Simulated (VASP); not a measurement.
W:

```
W
1.0
    -1.58234    1.58234    1.58234
     1.58234   -1.58234    1.58234
     1.58234    1.58234   -1.58234
W
1
Direct
  0.00000 0.00000 0.00000
```

| Quantity | Value |
| --- | --- |
| Program | VASP 6.6.1 |
| Task | relaxation of cell and atoms |
| Functional | revPBE |
| Dispersion | D3(BJ) |
| Potentials or basis | VASP PAW PBE potentials, release 64 (W_sv) |
| Cutoff | 600 eV |
| k mesh | 12 × 12 × 12 |
| Occupations | fermi-dirac, width 0.05 eV |
| Spin | no spin polarisation |

At the start: pressure -3.8 GPa; volume 15.85 Å³/atom.

Problem. Where does the relaxation end?

Solution. Over 3 steps the energy falls by 2.3 meV/atom and the volume is 15.66 Å³/atom (-1.2 %); space group Im-3m (No. 229, to 0.1 Å) before and after.

The path:
```tsv
step	energy change (eV)	largest force (eV/Å)	pressure (GPa)	volume (Å³)
1	0.0000	0.0000	-3.77	15.85
2	0.0269	0.0000	14.86	15.01
3	-0.0023	0.0000	-0.07	15.66
```

Final structure:
```cif
data_structure
_symmetry_space_group_name_H-M 'P 1'
_symmetry_Int_Tables_number 1
_cell_length_a 2.7299
_cell_length_b 2.7299
_cell_length_c 2.7299
_cell_angle_alpha 109.471
_cell_angle_beta 109.471
_cell_angle_gamma 109.471
_cell_volume 15.66
loop_
_atom_site_label
_atom_site_type_symbol
_atom_site_fract_x
_atom_site_fract_y
_atom_site_fract_z
_atom_site_occupancy
W1 W 0.00000 0.00000 0.00000 1
```

Caveat: the PAW data sets were made with another functional, which shifts forces and pressure a little.
